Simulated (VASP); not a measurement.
# GaN (F-43m) in VASP: further runs

Runs on GaN. Level: PBE. Tasks: single point.

All numbers are computed with VASP 6.6.1; they aren't measurements. Logs are shortened: lines on timing, memory, paths and dates and some standing lists are left out, and cuts for length are marked.

## Step 1: The cell of the first run

Symmetry: F-43m, No. 216, cubic system. Conventional cell: a = 4.507 Å, b = 4.507 Å, c = 4.507 Å, α = 90.00°, β = 90.00°, γ = 90.00°. Ga (site symmetry -43m) has 4 N at 1.95 Å within 2.6 Å. Within 2.6 Å of N (site symmetry -43m) lie 4 Ga at 1.95 Å.

## Step 2: Single point, PBE

INCAR reads:

```
PREC = Accurate
ENCUT = 600
EDIFF = 1E-6
ISMEAR = 0
SIGMA = 0.1
LREAL = False
LASPH = True
NELM = 120
ALGO = Normal
ISIF = 2
LWAVE = False
LCHARG = True
GGA = PE
LELF = True
LVHAR = True
NBANDS = 16
GGA_COMPAT = False
```

KPOINTS reads:

```
Automatic mesh
0
Gamma
  6 6 6
```

POSCAR reads:

```
GaN
1.0
    0.0000000000      2.2535005000      2.2535005000
    2.2535005000      0.0000000000      2.2535005000
    2.2535005000      2.2535005000      0.0000000000
Ga N
1 1
Direct
    0.0000000000      0.0000000000      0.0000000000
    0.2500000000      0.2500000000      0.2500000000
```

Potentials or basis: VASP PAW PBE potentials, release 64 (Ga_d, N).

Launch:

```console
cat potpaw_PBE.64/Ga_d/POTCAR potpaw_PBE.64/N/POTCAR > POTCAR
mpirun -np 1 vasp_std > vasp.out
```

OUTCAR:

```text
PREC = Accurate
   ENCUT = 600
   EDIFF = 1E-6
   ISMEAR = 0
   LREAL = False
   LASPH = True
   NELM = 120
   ISIF = 2
   GGA = PE

 ion  position               nearest neighbor table
   1  0.000  0.000  0.000-   2 1.95   2 1.95   2 1.95   2 1.95
   2  0.250  0.250  0.250-   1 1.95   1 1.95   1 1.95   1 1.95

  LATTYP: Found a face centered cubic cell.
 ALAT       =     4.5070010000

  Lattice vectors:

 A1 = (   0.0000000000,   2.2535005000,   2.2535005000)
 A2 = (   2.2535005000,   0.0000000000,   2.2535005000)
 A3 = (   2.2535005000,   2.2535005000,   0.0000000000)

Analysis of symmetry for initial positions (statically):
=====================================================================
 Subroutine PRICEL returns:
 Original cell was already a primitive cell.

 Routine SETGRP: Setting up the symmetry group for a
 face centered cubic supercell.

 Subroutine GETGRP returns: Found 24 space group operations
 (whereof 24 operations were pure point group operations)
 out of a pool of 48 trial point group operations.

The static configuration has the point symmetry T_d .

Analysis of symmetry for dynamics (positions and initial velocities):
=====================================================================
 Subroutine PRICEL returns:
 Original cell was already a primitive cell.

 Routine SETGRP: Setting up the symmetry group for a
 face centered cubic supercell.

 Subroutine GETGRP returns: Found 24 space group operations
 (whereof 24 operations were pure point group operations)
 out of a pool of 48 trial point group operations.

The dynamic configuration has the point symmetry T_d .

 Subroutine INISYM returns: Found 24 space group operations
 (whereof 24 operations are pure point group operations),
 and found     1 'primitive' translations

----------------------------------------------------------------------------------------

                                     Primitive cell

  volume of cell :      22.8877

  direct lattice vectors                    reciprocal lattice vectors
     0.000000000  2.253500500  2.253500500    -0.221877031  0.221877031  0.221877031
     2.253500500  0.000000000  2.253500500     0.221877031 -0.221877031  0.221877031
     2.253500500  2.253500500  0.000000000     0.221877031  0.221877031 -0.221877031

  length of vectors
     3.186930970  3.186930970  3.186930970     0.384302290  0.384302290  0.384302290
[... 70 lines left out ...]
   ENCUT  =  600.0 eV  44.10 Ry    6.64 a.u.   6.37  6.37  6.37*2*pi/ulx,y,z
   NELM   =    120;   NELMIN=  2; NELMDL= -5     # of ELM steps
   EDIFF  = 0.1E-05   stopping-criterion for ELM
   LREAL  =      F    real-space projection
   EDIFFG = 0.1E-04   stopping-criterion for IOM
   NSW    =      0    number of steps for IOM
   IBRION =     -1    ionic relax: 0-MD 1-quasi-New 2-CG
   NFREE  =      0    steps in history (QN), initial steepest desc. (CG)
   ISIF   =      2    stress and relaxation
   ISYM   =      2    0-nonsym 1-usesym 2-fastsym
   POTIM  = 0.5000    time-step for ionic-motion
   TEBEG  =    0.0;   TEEND  =   0.0 temperature during run
   PSTRESS=    0.0 pullay stress
   NELECT =      18.0000    total number of electrons
   NUPDOWN=      -1.0000    fix difference up-down
   EMIN   =  10.00;   EMAX   =-10.00  energy-range for DOS
   EFERMI =   0.00;   METHOD = LEGACY
   ISMEAR =     0;   SIGMA  =   0.10  broadening in eV -4-tet -1-fermi 0-gaus
   EFERMI_NEDOS =   21; number of points for ismear=-14 and -15
   IALGO  =     38    algorithm
   IMIX   =      4    mixing-type and parameters
     AMIX     =   0.40;   BMIX     =  1.00
     AMIX_MAG =   1.60;   BMIX_MAG =  1.00
  volume/ion in A,a.u.               =      11.44        77.23
  Fermi-wavevector in a.u.,A,eV,Ry     =   1.511117  2.855597 31.068546  2.283474
  Thomas-Fermi vector in A             =   2.621217
   LORBIT       =      0    0 simple, 1 ext, 2 COOP (PROOUT), +10 PAW based schemes
   GGA     = PE    functional components
   LHFCALC =     F    Hartree Fock is set to
   AEXX    =    0.0000 exact exchange contribution
   IVDW    =     0    specifies the selected vdW correction
   LEPSILON=     F    determine dielectric tensor
   LRPA    =     F    only Hartree local field effects (RPA)
 non-spin polarized calculation
 Gauss-broadening in eV      SIGMA  =   0.10
  energy-cutoff  :      600.00
  volume of cell :       22.89
 maximum number of plane-waves:       778
 NGX is ok and might be reduce to    28
   NGX = 13   NGY = 13   NGZ = 13

 number of electron      18.0000005 magnetization

 Free energy of the ion-electron system (eV)
  ---------------------------------------------------
  ext. energy  EPLUGINS =         0.00000000
  ---------------------------------------------------
  free energy    TOTEN  =       -12.14020426 eV

  energy without entropy =      -12.14020426  energy(sigma->0) =      -12.14020426

 E-fermi :   5.7633     XC(G=0): -11.6659

 val. band max:        5.2861462400   @ k =   0.0000   0.0000   0.0000
 cond. band min:       7.0085685046   @ k =   0.0000   0.0000   0.0000
 fundamental gap:      1.7224222646
 Fermi energy:         5.7633415509

 k-point     1 :       0.0000    0.0000    0.0000
  band No.  band energies     occupation
      1     -10.6494      2.00000
      2      -8.1607      2.00000
      3      -8.1607      2.00000
      4      -8.1607      2.00000
      5      -7.8412      2.00000
      6      -7.8412      2.00000
[... 281 lines left out ...]
      3      -7.9572      2.00000
      4      -7.8494      2.00000
      5      -7.8015      2.00000
      6      -5.9546      2.00000
[... 8 lines left out ...]
     15      25.9500      0.00000
     16      28.3025      0.00000

------------------------ aborting loop because EDIFF is reached ----------------------------------------

  FORCE on cell =-STRESS in cart. coord.  units (eV):
  Direction    XX          YY          ZZ          XY          YZ          ZX
  --------------------------------------------------------------------------------------
  -------------------------------------------------------------------------------------
  Total        0.6998730      0.6998730      0.6998730      0.0000000      0.0000000      0.0000000
  in kB       48.9921907     48.9921907     48.9921907      0.0000000      0.0000000      0.0000000
  external PRESSURE =      48.9921907 kB  Pullay stress =       0.0000000 kB

 VOLUME and BASIS-vectors are now :
 -----------------------------------------------------------------------------
  energy-cutoff  :      600.00
  volume of cell :       22.89
      direct lattice vectors                 reciprocal lattice vectors
     0.000000000  2.253500500  2.253500500    -0.221877031  0.221877031  0.221877031
     2.253500500  0.000000000  2.253500500     0.221877031 -0.221877031  0.221877031
     2.253500500  2.253500500  0.000000000     0.221877031  0.221877031 -0.221877031

 POSITION                                       TOTAL-FORCE (eV/Angst)
 -----------------------------------------------------------------------------------
      0.00000      0.00000      0.00000         0.000000      0.000000      0.000000
      1.12675      1.12675      1.12675        -0.000000     -0.000000     -0.000000
 -----------------------------------------------------------------------------------
    total drift:                                0.000000      0.000000      0.000000

  FREE ENERGIE OF THE ION-ELECTRON SYSTEM (eV)
  ---------------------------------------------------
  free  energy   TOTEN  =       -12.1402042639 eV

  energy  without entropy=      -12.1402042639  energy(sigma->0) =      -12.14020426
```

OSZICAR:

```text
N       E                     dE             d eps       ncg     rms          rms(c)
DAV:   1     0.884451836026E+02    0.88445E+02   -0.10151E+04   560   0.220E+03
DAV:   2    -0.746574113769E+01   -0.95911E+02   -0.88753E+02   560   0.354E+02
DAV:   3    -0.140598159375E+02   -0.65941E+01   -0.65597E+01   576   0.775E+01
DAV:   4    -0.141437152026E+02   -0.83899E-01   -0.83879E-01   656   0.946E+00
DAV:   5    -0.141448290381E+02   -0.11138E-02   -0.11138E-02   608   0.100E+00    0.771E+00
DAV:   6    -0.121388533123E+02    0.20060E+01   -0.49389E+00   768   0.402E+01    0.268E+00
DAV:   7    -0.121472916204E+02   -0.84383E-02   -0.32381E-01   536   0.656E+00    0.174E+00
DAV:   8    -0.121436770083E+02    0.36146E-02   -0.56251E-02   632   0.334E+00    0.731E-01
DAV:   9    -0.121399610816E+02    0.37159E-02   -0.13814E-02   752   0.278E+00    0.192E-01
DAV:  10    -0.121402854348E+02   -0.32435E-03   -0.14896E-03   592   0.582E-01    0.856E-02
DAV:  11    -0.121401985456E+02    0.86889E-04   -0.28309E-04   776   0.264E-01    0.112E-02
DAV:  12    -0.121402044758E+02   -0.59302E-05   -0.29023E-05   552   0.618E-02    0.111E-02
DAV:  13    -0.121402042639E+02    0.21194E-06   -0.11707E-06   504   0.186E-02
   1 F= -.12140204E+02 E0= -.12140204E+02  d E =-.101047E-12
```

It took 14 s on 1 thread of Intel Xeon Platinum 8259CL at 2.50GHz (Skylake/Cascade Lake), shared host; peak memory 0.15 GiB.

What came out:

| Property | Result |
| --- | --- |
| Free energy | -12.1402 eV |
| Pressure | 4.9 GPa |
| Band gap on the k mesh | 1.72 eV |

Levels at points of the mesh, in eV from the valence-band top:
```csv
k point,band 7,band 8,band 9,band 10,band 11,band 12
"(0.00, 0.00, 0.00)",0.00,0.00,0.00,1.72,10.30,10.30
"(0.50, 0.00, 0.00)",-7.04,-0.97,-0.97,4.64,8.73,10.36
"(0.50, 0.50, 0.00)",-6.13,-2.70,-2.70,3.35,6.66,11.71
```

Caveat: the cell stands under pressure.

## Step 3: Single point, PBE

INCAR reads:

```
SYSTEM = GaN
ALGO = Normal ; EDIFF = 1E-6
ENCUT = 600 ; GGA = PE
GGA_COMPAT = .FALSE. ; ISIF = 2
ISMEAR = 0 ; LASPH = .TRUE.
LCHARG = .FALSE. ; LREAL = .FALSE.
LWAVE = .FALSE. ; NBANDS = 16
NELM = 120 ; PREC = Accurate
SIGMA = 0.1
```

KPOINTS reads:

```
k-points
0
G
  6 6 6
  0 0 0
```

POSCAR is that of step 2.

Potentials or basis: VASP PAW PBE potentials, release 64 (Ga_d, N).

Launch:

```console
cat potpaw_PBE.64/Ga_d/POTCAR potpaw_PBE.64/N/POTCAR > POTCAR
mpirun -np 1 vasp_std > vasp.out
```

Wall time 16 s (1 thread of Intel Xeon Platinum 8259CL at 2.50GHz (Skylake/Cascade Lake), shared host); peak memory 0.16 GiB.

Results (log left out):

```yaml
Free_energy: -12.1402 eV
Pressure: 4.9 GPa
Band_gap_on_the_k_mesh: 1.72 eV
```

Levels at points of the mesh, in eV from the valence-band top:
| k point | band 6 | band 7 | band 8 | band 9 | band 10 | band 11 | band 12 | band 13 |
| --- | --- | --- | --- | --- | --- | --- | --- | --- |
| (0.00, 0.00, 0.00) | -13.13 | 0.00 | 0.00 | 0.00 | 1.72 | 10.30 | 10.30 | 10.30 |
| (0.50, 0.00, 0.00) | -11.88 | -7.04 | -0.97 | -0.97 | 4.64 | 8.73 | 10.36 | 10.36 |
| (0.50, 0.50, 0.00) | -11.46 | -6.13 | -2.70 | -2.70 | 3.35 | 6.66 | 11.71 | 13.96 |

Caveat: the cell stands under pressure.
